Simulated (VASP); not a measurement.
**V: single point with PBE**

Crystal: V.

```
CELL_PARAMETERS angstrom
-1.57323 1.57323 1.57323
1.57323 -1.57323 1.57323
1.57323 1.57323 -1.57323
ATOMIC_POSITIONS crystal
V 0.00000 0.00000 0.00000
```

* Program: VASP 6.6.1
* Task: single point
* Functional: PBE
* Potentials or basis: VASP PAW PBE potentials, release 64 (V_sv)
* Cutoff: 500 eV
* k mesh: 8 × 8 × 8
* Occupations: gaussian, width 0.1 eV
* Spin: collinear spin, ferromagnetic start
* Starting moments: [2.0] μB
* Dipole correction: no
* Further INCAR settings: ALGO = Normal; EDIFF = 1e-06; NBANDS = 16

The pressure is -20.5 GPa and the net moment is 0.01 μB per cell. The valence electrons inside the program's atomic spheres are V 11.44.

Levels at points of the mesh, in eV from the Fermi level:
Spin up:
| k point | band 2 | band 3 | band 4 | band 5 | band 6 | band 7 | band 8 | band 9 | band 10 | band 11 |
| --- | --- | --- | --- | --- | --- | --- | --- | --- | --- | --- |
| (0.00, 0.00, 0.00) | -37.39 | -37.39 | -37.39 | -6.27 | 0.36 | 0.36 | 0.36 | 2.03 | 2.03 | 19.31 |
| (0.50, 0.00, 0.00) | -37.96 | -37.58 | -37.40 | -2.74 | -0.90 | 1.18 | 2.01 | 2.31 | 3.38 | 8.48 |
| (0.50, 0.50, 0.50) | -37.79 | -37.79 | -37.79 | -2.42 | -2.42 | 3.07 | 3.07 | 3.07 | 8.91 | 8.91 |
Spin down:
| k point | band 4 | band 5 | band 6 | band 7 | band 8 | band 9 |
| --- | --- | --- | --- | --- | --- | --- |
| (0.00, 0.00, 0.00) | -37.39 | -6.27 | 0.36 | 0.36 | 0.36 | 2.04 |
| (0.50, 0.00, 0.00) | -37.39 | -2.74 | -0.90 | 1.18 | 2.01 | 2.31 |
| (0.50, 0.50, 0.50) | -37.78 | -2.41 | -2.41 | 3.07 | 3.07 | 3.07 |

Wall time 44 s on 1 thread of Intel Xeon 8259CL (shared host), peak memory 0.13 GiB.
